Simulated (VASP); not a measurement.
# Ga4Sb3As (P-43m) in VASP: a series of runs

Ga4Sb3As is run at these levels: PBE; tasks: single point.

All numbers are computed with VASP 6.6.1; they aren't measurements. Logs are shortened: lines on timing, memory, paths and dates and some standing lists are left out, and cuts for length are marked.

**1. The cell of the first run**

The structure is cubic, space group P-43m (No. 215). Conventional cell: a = 6.099 Å, b = 6.099 Å, c = 6.099 Å, α = 90.00°, β = 90.00°, γ = 90.00°. Within 3.4 Å of Ga (site symmetry 3m) lie 1 As at 2.55 Å and 3 Sb at 2.67 Å. Sb (site symmetry -42m) has 4 Ga at 2.67 Å within 3.5 Å. As (site symmetry -43m) has 4 Ga at 2.55 Å within 3.4 Å.

**2. Single point, PBE**

Input file INCAR:

```
SYSTEM = Ga4Sb3As
PREC = Accurate ; ENCUT = 520
EDIFF = 1E-6 ; ISMEAR = 0
SIGMA = 0.1 ; LREAL = .False.
LASPH = .True. ; NELM = 100
ALGO = Normal ; ISIF = 2
LWAVE = .False. ; LCHARG = .True.
GGA = PE ; LELF = .True.
LVHAR = .True. ; NBANDS = 46
```

Input file KPOINTS:

```
regular mesh
0
Gamma
  4 4 4
  0 0 0
```

Input file POSCAR:

```
Ga4Sb3As
1.0
    6.0994021000      0.0000000000      0.0000000000
    0.0000000000      6.0994021000      0.0000000000
    0.0000000000      0.0000000000      6.0994021000
Ga Sb As
4 3 1
Direct
    0.7587980000      0.7587980000      0.7587980000
    0.7587980000      0.2412020000      0.2412020000
    0.2412020000      0.7587980000      0.2412020000
    0.2412020000      0.2412020000      0.7587980000
    0.5000000000      0.5000000000      0.0000000000
    0.5000000000      0.0000000000      0.5000000000
    0.0000000000      0.5000000000      0.5000000000
    0.0000000000      0.0000000000      0.0000000000
```

Potentials or basis: VASP PAW PBE potentials, release 64 (Ga_d, Sb, As).

Launch:

```sh
$ cat potpaw_PBE.64/Ga_d/POTCAR potpaw_PBE.64/Sb/POTCAR potpaw_PBE.64/As/POTCAR > POTCAR
$ mpirun -np 1 vasp_std > vasp.out
```

OUTCAR:

```text
SYSTEM = Ga4Sb3As
   PREC = Accurate
   ENCUT = 520
   EDIFF = 1E-6
   ISMEAR = 0
   LREAL = .False.
   LASPH = .True.
   NELM = 100
   ISIF = 2
   GGA = PE

 ion  position               nearest neighbor table
   1  0.759  0.759  0.759-   8 2.55   6 2.67   7 2.67   5 2.67
   2  0.759  0.241  0.241-   8 2.55   6 2.67   7 2.67   5 2.67
   3  0.241  0.759  0.241-   8 2.55   6 2.67   7 2.67   5 2.67
   4  0.241  0.241  0.759-   8 2.55   6 2.67   7 2.67   5 2.67
   5  0.500  0.500  0.000-   1 2.67   2 2.67   3 2.67   4 2.67
   6  0.500  0.000  0.500-   1 2.67   2 2.67   3 2.67   4 2.67
   7  0.000  0.500  0.500-   1 2.67   2 2.67   3 2.67   4 2.67
   8  0.000  0.000  0.000-   1 2.55   2 2.55   3 2.55   4 2.55

  LATTYP: Found a simple cubic cell.
 ALAT       =     6.0994021000

  Lattice vectors:

 A1 = (   6.0994021000,   0.0000000000,   0.0000000000)
 A2 = (   0.0000000000,   6.0994021000,   0.0000000000)
 A3 = (   0.0000000000,   0.0000000000,   6.0994021000)

Analysis of symmetry for initial positions (statically):
=====================================================================
 Subroutine PRICEL returns:
 Original cell was already a primitive cell.

 Routine SETGRP: Setting up the symmetry group for a
 simple cubic supercell.

 Subroutine GETGRP returns: Found 24 space group operations
 (whereof 24 operations were pure point group operations)
 out of a pool of 48 trial point group operations.

The static configuration has the point symmetry T_d .

Analysis of symmetry for dynamics (positions and initial velocities):
=====================================================================
 Subroutine PRICEL returns:
 Original cell was already a primitive cell.

 Routine SETGRP: Setting up the symmetry group for a
 simple cubic supercell.

 Subroutine GETGRP returns: Found 24 space group operations
 (whereof 24 operations were pure point group operations)
 out of a pool of 48 trial point group operations.

The dynamic configuration has the point symmetry T_d .

 Subroutine INISYM returns: Found 24 space group operations
 (whereof 24 operations are pure point group operations),
 and found     1 'primitive' translations

----------------------------------------------------------------------------------------

                                     Primitive cell

  volume of cell :     226.9143

  direct lattice vectors                    reciprocal lattice vectors
     6.099402100  0.000000000  0.000000000     0.163950496  0.000000000  0.000000000
     0.000000000  6.099402100  0.000000000     0.000000000  0.163950496  0.000000000
[... 91 lines left out ...]
   TEBEG  =    0.0;   TEEND  =   0.0 temperature during run
   PSTRESS=    0.0 pullay stress
   NELECT =      72.0000    total number of electrons
   NUPDOWN=      -1.0000    fix difference up-down
   EMIN   =  10.00;   EMAX   =-10.00  energy-range for DOS
   EFERMI =   0.00;   METHOD = LEGACY
   ISMEAR =     0;   SIGMA  =   0.10  broadening in eV -4-tet -1-fermi 0-gaus
   EFERMI_NEDOS =   21; number of points for ismear=-14 and -15
   IALGO  =     38    algorithm
   IMIX   =      4    mixing-type and parameters
     AMIX     =   0.40;   BMIX     =  1.00
     AMIX_MAG =   1.60;   BMIX_MAG =  1.00
  volume/ion in A,a.u.               =      28.36       191.41
  Fermi-wavevector in a.u.,A,eV,Ry     =   1.116602  2.110072 16.963744  1.246800
  Thomas-Fermi vector in A             =   2.253217
   LORBIT       =      0    0 simple, 1 ext, 2 COOP (PROOUT), +10 PAW based schemes
   GGA     = PE    functional components
   LHFCALC =     F    Hartree Fock is set to
   AEXX    =    0.0000 exact exchange contribution
   IVDW    =     0    specifies the selected vdW correction
   LEPSILON=     F    determine dielectric tensor
   LRPA    =     F    only Hartree local field effects (RPA)
 non-spin polarized calculation
 Gauss-broadening in eV      SIGMA  =   0.10
  energy-cutoff  :      520.00
  volume of cell :      226.91
 maximum number of plane-waves:      6152
 NGX is ok and might be reduce to    48
   NGX = 23   NGY = 23   NGZ = 23

 number of electron      72.0000039 magnetization

 Free energy of the ion-electron system (eV)
  ---------------------------------------------------
  ext. energy  EPLUGINS =         0.00000000
  ---------------------------------------------------
  free energy    TOTEN  =       -30.20380315 eV

  energy without entropy =      -30.20126955  energy(sigma->0) =      -30.20253635

 E-fermi :   4.2292     XC(G=0):  -9.0041

 val. band max:        4.0743688964   @ k =   0.5000   0.5000   0.5000
 cond. band min:       4.2585054190   @ k =   0.0000   0.0000   0.0000
 fundamental gap:      0.1841365226
 Fermi energy:         4.2291809286

 k-point     1 :       0.0000    0.0000    0.0000
  band No.  band energies     occupation
      1     -10.7395      2.00000
      2     -10.7199      2.00000
      3     -10.7199      2.00000
      4     -10.6774      2.00000
      5     -10.6774      2.00000
      6     -10.6774      2.00000
[... 479 lines left out ...]
     45       8.2164      0.00000
     46       8.2548      0.00000

------------------------ aborting loop because EDIFF is reached ----------------------------------------

  FORCE on cell =-STRESS in cart. coord.  units (eV):
  Direction    XX          YY          ZZ          XY          YZ          ZX
  --------------------------------------------------------------------------------------
  -------------------------------------------------------------------------------------
  Total        0.2359767      0.2359767      0.2359767     -0.0000000     -0.0000000      0.0000000
  in kB        1.6661643      1.6661643      1.6661643     -0.0000000     -0.0000000      0.0000000
  external PRESSURE =       1.6661643 kB  Pullay stress =       0.0000000 kB

 VOLUME and BASIS-vectors are now :
 -----------------------------------------------------------------------------
  energy-cutoff  :      520.00
  volume of cell :      226.91
      direct lattice vectors                 reciprocal lattice vectors
     6.099402100  0.000000000  0.000000000     0.163950496  0.000000000  0.000000000
     0.000000000  6.099402100  0.000000000     0.000000000  0.163950496  0.000000000
     0.000000000  0.000000000  6.099402100     0.000000000  0.000000000  0.163950496

 POSITION                                       TOTAL-FORCE (eV/Angst)
 -----------------------------------------------------------------------------------
      4.62821      4.62821      4.62821         0.000474      0.000474      0.000474
      4.62821      1.47119      1.47119         0.000474     -0.000474     -0.000474
      1.47119      4.62821      1.47119        -0.000474      0.000474     -0.000474
      1.47119      1.47119      4.62821        -0.000474     -0.000474      0.000474
      3.04970      3.04970      0.00000         0.000000     -0.000000      0.000000
      3.04970      0.00000      3.04970         0.000000     -0.000000     -0.000000
      0.00000      3.04970      3.04970         0.000000      0.000000     -0.000000
      0.00000      0.00000      0.00000         0.000000      0.000000     -0.000000
 -----------------------------------------------------------------------------------
    total drift:                                0.000000      0.000000      0.000000

  FREE ENERGIE OF THE ION-ELECTRON SYSTEM (eV)
  ---------------------------------------------------
  free  energy   TOTEN  =       -30.2038031517 eV

  energy  without entropy=      -30.2012695483  energy(sigma->0) =      -30.20253635
```

stdout:

```text
POSCAR found type information on POSCAR GaSbAs
 POSCAR found :  3 types and       8 ions
 scaLAPACK will be used
 LDA part: xc-table for (Slater+PW92), standard interpolation
 POSCAR, INCAR and KPOINTS ok, starting setup
 FFT: planning ... GRIDC
 FFT: planning ... GRID_SOFT
 FFT: planning ... GRID
 WAVECAR not read
 entering main loop
```

Run time: 91 s. Hardware: 1 thread of Intel Xeon Platinum 8559C (Emerald Rapids), shared host; peak memory 0.37 GiB.

What came out:

| Item | Value |
| --- | --- |
| Free energy | -30.2038 eV |
| Pressure | 0.2 GPa |
| Band gap on the k mesh | zero (bands 36 and 37 overlap by 0.18 eV) |

Levels at points of the mesh, in eV from the Fermi level:
```csv
k point,band 32,band 33,band 34,band 35,band 36,band 37,band 38,band 39,band 40,band 41
"(0.00, 0.00, 0.00)",-2.35,-2.35,-0.31,0.03,0.03,0.03,1.09,1.09,1.09,1.33
"(0.50, 0.00, 0.00)",-2.94,-1.74,-1.74,-1.36,-1.36,1.32,1.54,2.56,2.82,3.64
"(0.50, 0.50, 0.00)",-2.89,-1.36,-1.36,-1.04,-0.83,1.72,1.89,2.28,2.28,4.33
"(0.50, 0.50, 0.50)",-0.94,-0.94,-0.94,-0.76,-0.76,-0.15,0.61,0.61,0.61,3.75
```

Caveat: semilocal functionals underestimate gaps, so a narrow gap can read as zero; spin-orbit coupling is left out, which moves the levels of the heavy elements.

**3. Single point, PBE**

Input file INCAR:

```
ALGO     = Normal         # electronic algorithm
EDIFF    = 1E-7           # SCF threshold, eV
ENCUT    = 520            # plane-wave cutoff, eV
GGA      = PE             # functional
ISIF     = 2              # what is computed and relaxed
ISMEAR   = 0              # smearing method
LASPH    = T              # aspherical terms in the spheres
LCHARG   = F              # write CHGCAR
LREAL    = F              # projectors in reciprocal space
LWAVE    = F              # write WAVECAR
NBANDS   = 46             # bands
NELM     = 80             # most SCF steps
PREC     = Accurate       # precision mode
SIGMA    = 0.1            # smearing width, eV
```

Input file KPOINTS:

```
k-points
0
Gamma
  6 6 6
```

POSCAR is that of step 2.

Potentials or basis: VASP PAW PBE potentials, release 64 (Ga_d, Sb, As).

Launch:

```sh
$ cat potpaw_PBE.64/Ga_d/POTCAR potpaw_PBE.64/Sb/POTCAR potpaw_PBE.64/As/POTCAR > POTCAR
$ mpirun -np 1 vasp_std > vasp.out
```

Run time: 4.1 min. Hardware: 1 thread of Intel Xeon Platinum 8559C (Emerald Rapids), shared host; peak memory 0.43 GiB.

Results (log left out):

| Property | Result |
| --- | --- |
| Free energy | -30.2267 eV |
| Pressure | 0.1 GPa |
| Largest force | 0.006 eV/Å |
| Band gap on the k mesh | zero (bands 36 and 37 overlap by 0.19 eV) |

Forces on the atoms (eV/Å):
```
Ga  -0.003 -0.003 -0.003
Ga  -0.003  0.003  0.003
Ga   0.003 -0.003  0.003
Ga   0.003  0.003 -0.003
Sb   0.000  0.000  0.000
Sb   0.000  0.000  0.000
Sb   0.000  0.000  0.000
As   0.000  0.000  0.000
```

Levels at points of the mesh, in eV from the Fermi level:
```csv
k point,band 34,band 35,band 36,band 37,band 38,band 39
"(0.00, 0.00, 0.00)",-0.35,0.00,0.00,0.00,1.06,1.06
"(0.50, 0.00, 0.00)",-1.78,-1.39,-1.39,1.28,1.50,2.53
"(0.50, 0.50, 0.00)",-1.39,-1.07,-0.86,1.68,1.86,2.25
"(0.50, 0.50, 0.50)",-0.97,-0.79,-0.79,-0.19,0.58,0.58
```

Caveat: semilocal functionals underestimate gaps, so a narrow gap can read as zero; spin-orbit coupling is left out, which moves the levels of the heavy elements.
